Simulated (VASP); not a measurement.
TaAs:

```
Ta As
1.0
    -1.68666    1.68666    5.74815
     1.68666   -1.68666    5.74815
     1.68666    1.68666   -5.74815
Ta As
2 2
Direct
  0.49997 0.49997 0.00000
  0.24997 0.74997 0.50000
  0.08263 0.08263 0.00000
  0.83263 0.33263 0.50000
```

This cell differs from its parent crystal: volume scaled by 0.94.

Base run:

```yaml
Program: VASP 6.6.1
Functional: LDA
Potentials_or_basis: VASP PAW LDA potentials, release 64 (Ta_pv, As)
Cutoff: 520 eV
k_mesh: 11 × 11 × 11
Occupations: fermi-dirac, width 0.05 eV
Spin: no spin polarisation
```

Its results: band gap on the k mesh zero (band 16 reaches 7.57 eV, above the bottom of band 17 at 7.56 eV); pressure 5.7 GPa; largest force 0.056 eV/Å.

Question: The run is repeated on the same cell with these changes: functional from LDA to PBEsol; potentials or basis from VASP PAW LDA potentials, release 64 (Ta_pv, As) to VASP PAW PBE potentials, release 64 (Ta_pv, As). What comes out?

Answer: Band gap on the k mesh zero (filled and empty bands overlap); pressure 9.5 GPa; largest force 0.059 eV/Å.

Caveats: spin-orbit coupling is left out, which moves the levels of the heavy elements; the PAW data sets were made with another functional, which shifts forces and pressure a little (some runs).
